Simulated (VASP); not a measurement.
# TaN (P6_3/mmc) in VASP: single point with PBEsol

Aim: the single point of TaN with PBEsol.

Everything below comes from runs of VASP 6.6.1. Logs are shortened: lines on timing, memory, paths and dates and some standing lists are left out, and cuts for length are marked.

### Step 1. The cell of the first run

It takes space group P6_3/mmc (No. 194, hexagonal). The conventional cell has a = 3.048 Å, b = 3.048 Å, c = 4.918 Å, α = 90.00°, β = 90.00°, γ = 120.00°. Within 2.8 Å of Ta (site symmetry -3m) lie 6 N at 2.15 Å and 2 Ta at 2.46 Å. N (site symmetry -6m2) has 6 Ta at 2.15 Å within 2.8 Å.

### Step 2. Single point, PBEsol

The input, INCAR:

```
SYSTEM = TaN
  PREC = Accurate
  ENCUT = 520
  EDIFF = 1E-6
  ISMEAR = 0
  SIGMA = 0.15
  LREAL = .FALSE.
  LASPH = .TRUE.
  NELM = 100
  ALGO = Normal
  ISIF = 2
  LWAVE = .FALSE.
  LCHARG = .FALSE.
  GGA = PS
  NBANDS = 24
```

The input, KPOINTS:

```
Automatic mesh
0
G
  18 18 10
  0 0 0
```

The input, POSCAR:

```
TaN
1.0
    3.0480019786      0.0000000000      0.0000000000
   -1.5240009893      2.6396471442      0.0000000000
    0.0000000000      0.0000000000      4.9180000000
Ta N
2 2
Direct
    0.0000000000      0.0000000000      0.0000000000
    0.0000000000      0.0000000000      0.5000000000
    0.3333333333      0.6666666667      0.2500000000
    0.6666666667      0.3333333333      0.7500000000
```

Potentials or basis: VASP PAW PBE potentials, release 64 (Ta_pv, N).

Run with:

```bash
$ cat potpaw_PBE.64/Ta_pv/POTCAR potpaw_PBE.64/N/POTCAR > POTCAR
$ mpirun -np 1 vasp_std > vasp.out
```

OUTCAR:

```text
SYSTEM = TaN
   PREC = Accurate
   ENCUT = 520
   EDIFF = 1E-6
   ISMEAR = 0
   LREAL = .FALSE.
   LASPH = .TRUE.
   NELM = 100
   ISIF = 2
   GGA = PS

 ion  position               nearest neighbor table
   1  0.000  0.000  0.000-   3 2.15   4 2.15   3 2.15   4 2.15   4 2.15   3 2.15   2 2.46   2 2.46

   2  0.000  0.000  0.500-   3 2.15   4 2.15   3 2.15   4 2.15   4 2.15   3 2.15   1 2.46   1 2.46

   3  0.333  0.667  0.250-   1 2.15   2 2.15   1 2.15   2 2.15   1 2.15   2 2.15
   4  0.667  0.333  0.750-   1 2.15   2 2.15   1 2.15   2 2.15   1 2.15   2 2.15

  LATTYP: Found a hexagonal cell.
 ALAT       =     3.0480019786
 C/A-ratio  =     1.6135160130

  Lattice vectors:

 A1 = (   3.0480019786,   0.0000000000,   0.0000000000)
 A2 = (  -1.5240009893,   2.6396471442,   0.0000000000)
 A3 = (   0.0000000000,   0.0000000000,   4.9180000000)

Analysis of symmetry for initial positions (statically):
=====================================================================
 Subroutine PRICEL returns:
 Original cell was already a primitive cell.

 Routine SETGRP: Setting up the symmetry group for a
 hexagonal supercell.

 Subroutine GETGRP returns: Found 24 space group operations
 (whereof 12 operations were pure point group operations)
 out of a pool of 24 trial point group operations.

The static configuration has the point symmetry D_3d.
 The point group associated with its full space group is D_6h.

Analysis of symmetry for dynamics (positions and initial velocities):
=====================================================================
 Subroutine PRICEL returns:
 Original cell was already a primitive cell.

 Routine SETGRP: Setting up the symmetry group for a
 hexagonal supercell.

 Subroutine GETGRP returns: Found 24 space group operations
 (whereof 12 operations were pure point group operations)
 out of a pool of 24 trial point group operations.

The dynamic configuration has the point symmetry D_3d.
 The point group associated with its full space group is D_6h.

 Subroutine INISYM returns: Found 24 space group operations
 (whereof 12 operations are pure point group operations),
 and found     1 'primitive' translations

----------------------------------------------------------------------------------------

                                     Primitive cell

  volume of cell :      39.5685

  direct lattice vectors                    reciprocal lattice vectors
     3.048001979  0.000000000  0.000000000     0.328083777  0.189419257  0.000000000
    -1.524000989  2.639647144  0.000000000     0.000000000  0.378838513  0.000000000
     0.000000000  0.000000000  4.918000000     0.000000000  0.000000000  0.203334689

  length of vectors
     3.048001979  3.048001979  4.918000000     0.378838513  0.378838513  0.203334689

  position of ions in fractional coordinates (direct lattice)
     0.000000000  0.000000000  0.000000000
     0.000000000  0.000000000  0.500000000
     0.333333333  0.666666667  0.250000000
     0.666666667  0.333333333  0.750000000

  ion indices of the primitive-cell ions
   primitive index   ion index
                 1           1
                 2           2
                 3           3
                 4           4

----------------------------------------------------------------------------------------

 KPOINTS: Automatic mesh

Automatic generation of k-mesh.
 Grid dimensions read from file:
 generate k-points for:   18   18   10

 Generating k-lattice:

  Cartesian coordinates                     Fractional coordinates (reciprocal lattice)
     0.018226876  0.010523292  0.000000000     0.055555556  0.000000000  0.000000000
     0.000000000  0.021046584  0.000000000     0.000000000  0.055555556  0.000000000
     0.000000000  0.000000000  0.020333469     0.000000000  0.000000000  0.100000000

  Length of vectors
     0.021046584  0.021046584  0.020333469

  Shift w.r.t. Gamma in fractional coordinates (k-lattice)
     0.000000000  0.000000000  0.000000000

 Subroutine IBZKPT returns following result:
 ===========================================

 Found    222 irreducible k-points:

 Following reciprocal coordinates:
            Coordinates               Weight
  0.000000  0.000000  0.000000      1.000000
  0.055556  0.000000  0.000000      6.000000
  0.111111  0.000000  0.000000      6.000000
  0.166667 -0.000000  0.000000      6.000000
  0.222222  0.000000  0.000000      6.000000
  0.277778  0.000000  0.000000      6.000000
[... 16 lines left out ...]
  0.333333  0.111111  0.000000     12.000000
  0.388889  0.111111  0.000000     12.000000
 [... further k-points ...]
   k-points           NKPTS =    222   k-points in BZ     NKDIM =    222   number of bands    NBANDS=     24
   number of dos      NEDOS =    301   number of ions     NIONS =      4
   total plane-waves  NPLWV =  23040
   dimension x,y,z NGX =    24 NGY =   24 NGZ =   40
   dimension x,y,z NGXF=    48 NGYF=   48 NGZF=   80
   ions per type =               2   2
   NGX,Y,Z   is equivalent  to a cutoff of  13.09, 13.09, 13.52 a.u.
   NGXF,Y,Z  is equivalent  to a cutoff of  26.18, 26.18, 27.04 a.u.
 SYSTEM =  TaN
   PREC   = accura    normal or accurate (medium, high low for compatibility)
   ISTART =      0    job   : 0-new  1-cont  2-samecut
   ICHARG =      2    charge: 1-file 2-atom 10-const
   ISPIN  =      1    spin polarized calculation?
   LNONCOLLINEAR =      F non collinear calculations
   LSORBIT =      F    spin-orbit coupling
   LASPH  =      T    aspherical Exc in radial PAW
   ENCUT  =  520.0 eV  38.22 Ry    6.18 a.u.   5.67  5.67  9.14*2*pi/ulx,y,z
   NELM   =    100;   NELMIN=  2; NELMDL= -5     # of ELM steps
   EDIFF  = 0.1E-05   stopping-criterion for ELM
   LREAL  =      F    real-space projection
   EDIFFG = 0.1E-04   stopping-criterion for IOM
   NSW    =      0    number of steps for IOM
   IBRION =     -1    ionic relax: 0-MD 1-quasi-New 2-CG
   NFREE  =      0    steps in history (QN), initial steepest desc. (CG)
   ISIF   =      2    stress and relaxation
   ISYM   =      2    0-nonsym 1-usesym 2-fastsym
   POTIM  = 0.5000    time-step for ionic-motion
   TEBEG  =    0.0;   TEEND  =   0.0 temperature during run
   PSTRESS=    0.0 pullay stress
   NELECT =      32.0000    total number of electrons
   NUPDOWN=      -1.0000    fix difference up-down
   EMIN   =  10.00;   EMAX   =-10.00  energy-range for DOS
   EFERMI =   0.00;   METHOD = LEGACY
   ISMEAR =     0;   SIGMA  =   0.15  broadening in eV -4-tet -1-fermi 0-gaus
   EFERMI_NEDOS =   21; number of points for ismear=-14 and -15
   IALGO  =     38    algorithm
   IMIX   =      4    mixing-type and parameters
     AMIX     =   0.40;   BMIX     =  1.00
     AMIX_MAG =   1.60;   BMIX_MAG =  1.00
  volume/ion in A,a.u.               =       9.89        66.76
  Fermi-wavevector in a.u.,A,eV,Ry     =   1.525252  2.882308 31.652508  2.326394
  Thomas-Fermi vector in A             =   2.633448
   LORBIT       =      0    0 simple, 1 ext, 2 COOP (PROOUT), +10 PAW based schemes
   GGA     = PS    functional components
   LHFCALC =     F    Hartree Fock is set to
   AEXX    =    0.0000 exact exchange contribution
   IVDW    =     0    specifies the selected vdW correction
   LEPSILON=     F    determine dielectric tensor
   LRPA    =     F    only Hartree local field effects (RPA)
 non-spin polarized calculation
 Gauss-broadening in eV      SIGMA  =   0.15
  energy-cutoff  :      520.00
  volume of cell :       39.57
 maximum number of plane-waves:      1093
 NGX is ok and might be reduce to    24
   NGX = 11   NGY = 11   NGZ = 19

 number of electron      32.0000002 magnetization

 Free energy of the ion-electron system (eV)
  ---------------------------------------------------
  ext. energy  EPLUGINS =         0.00000000
  ---------------------------------------------------
  free energy    TOTEN  =       -44.32341393 eV

  energy without entropy =      -44.29976823  energy(sigma->0) =      -44.31159108

 E-fermi :   9.7130     XC(G=0): -13.9048

 val. band max:        9.7085498130   @ k =   0.2222   0.0000   0.2000
 cond. band min:       9.7150686897   @ k =   0.3333   0.2222   0.2000
 fundamental gap:      0.0065188767
 Fermi energy:         9.7129816078

 k-point     1 :       0.0000    0.0000    0.0000
  band No.  band energies     occupation
      1     -27.4080      2.00000
      2     -25.5398      2.00000
      3     -25.5398      2.00000
      4     -25.1605      2.00000
      5     -25.1605      2.00000
      6     -24.3501      2.00000
[... 16 lines left out ...]
     23      14.7789      0.00000
     24      16.4299      0.00000

 k-point     2 :       0.0556    0.0000    0.0000
  band No.  band energies     occupation
      1     -27.4011      2.00000
      2     -25.5701      2.00000
      3     -25.5460      2.00000
      4     -25.1835      2.00000
      5     -25.1654      2.00000
      6     -24.3474      2.00000
[... 16 lines left out ...]
     23      14.7668      0.00000
     24      16.4032      0.00000

 k-point     3 :       0.1111    0.0000    0.0000
  band No.  band energies     occupation
      1     -27.3810      2.00000
      2     -25.6562      2.00000
      3     -25.5639      2.00000
      4     -25.2492      2.00000
      5     -25.1796      2.00000
      6     -24.3396      2.00000
[... 16 lines left out ...]
     23      15.2129      0.00000
     24      16.3498      0.00000
[... 514 lines left out ...]
 k-point    23 :       0.3333    0.1111    0.0000
  band No.  band energies     occupation
      1     -27.1920      2.00000
      2     -26.3366      2.00000
      3     -25.7838      2.00000
      4     -25.7838      2.00000
      5     -25.3530      2.00000
      6     -24.2674      2.00000
[... 16 lines left out ...]
     23      16.0178      0.00000
     24      17.9127      0.00000

 k-point    24 :       0.3889    0.1111    0.0000
  band No.  band energies     occupation
      1     -27.1724      2.00000
      2     -26.4001      2.00000
      3     -25.8352      2.00000
      4     -25.8067      2.00000
      5     -25.3710      2.00000
      6     -24.2599      2.00000
[... 16 lines left out ...]
     23      15.8275      0.00000
     24      18.2627      0.00000

 [... further k-points ...]

------------------------ aborting loop because EDIFF is reached ----------------------------------------

  FORCE on cell =-STRESS in cart. coord.  units (eV):
  Direction    XX          YY          ZZ          XY          YZ          ZX
  --------------------------------------------------------------------------------------
  -------------------------------------------------------------------------------------
  Total        5.3426672      5.3426672     26.4086520      0.0000000      0.0000000     -0.0000000
  in kB      216.3311510    216.3311510   1069.3187226      0.0000000      0.0000000     -0.0000000
  external PRESSURE =     500.6603415 kB  Pullay stress =       0.0000000 kB

 VOLUME and BASIS-vectors are now :
 -----------------------------------------------------------------------------
  energy-cutoff  :      520.00
  volume of cell :       39.57
      direct lattice vectors                 reciprocal lattice vectors
     3.048001979  0.000000000  0.000000000     0.328083777  0.189419257  0.000000000
    -1.524000989  2.639647144  0.000000000     0.000000000  0.378838513  0.000000000
     0.000000000  0.000000000  4.918000000     0.000000000  0.000000000  0.203334689

 POSITION                                       TOTAL-FORCE (eV/Angst)
 -----------------------------------------------------------------------------------
      0.00000      0.00000      0.00000        -0.000000      0.000000      0.000000
      0.00000      0.00000      2.45900        -0.000000      0.000000      0.000000
     -0.00000      1.75976      1.22950        -0.000000      0.000000     -0.000000
      1.52400      0.87988      3.68850         0.000000      0.000000      0.000000
 -----------------------------------------------------------------------------------
    total drift:                               -0.000000      0.000000      0.000000

  FREE ENERGIE OF THE ION-ELECTRON SYSTEM (eV)
  ---------------------------------------------------
  free  energy   TOTEN  =       -44.3234139312 eV

  energy  without entropy=      -44.2997682289  energy(sigma->0) =      -44.31159108
```

Run time: 2 min. Hardware: 1 thread of AMD EPYC 7R13 (Zen 3), shared host; peak memory 0.27 GiB.

What came out:

| Quantity | Value |
| --- | --- |
| Free energy | -44.3234 eV |
| Pressure | 50.1 GPa |
| Band gap on the k mesh | zero (bands 16 and 17 overlap by 2.63 eV) |

Levels at points of the mesh, in eV from the Fermi level:
```tsv
k point	band 14	band 15	band 16	band 17	band 18	band 19
(0.00, 0.00, 0.00)	-3.60	-3.58	-1.86	-1.86	-0.63	-0.63
(0.50, 0.00, 0.00)	-5.11	-4.34	0.23	1.57	2.42	3.87
(0.00, 0.00, 0.50)	-6.37	0.02	0.02	0.02	0.02	0.05
(0.50, 0.00, 0.50)	-6.05	-1.55	-1.55	3.03	3.03	3.33
```

Caveat: the cell stands under pressure; the PAW data sets were made with another functional, which shifts forces and pressure a little; spin-orbit coupling is left out, which moves the levels of the heavy elements.
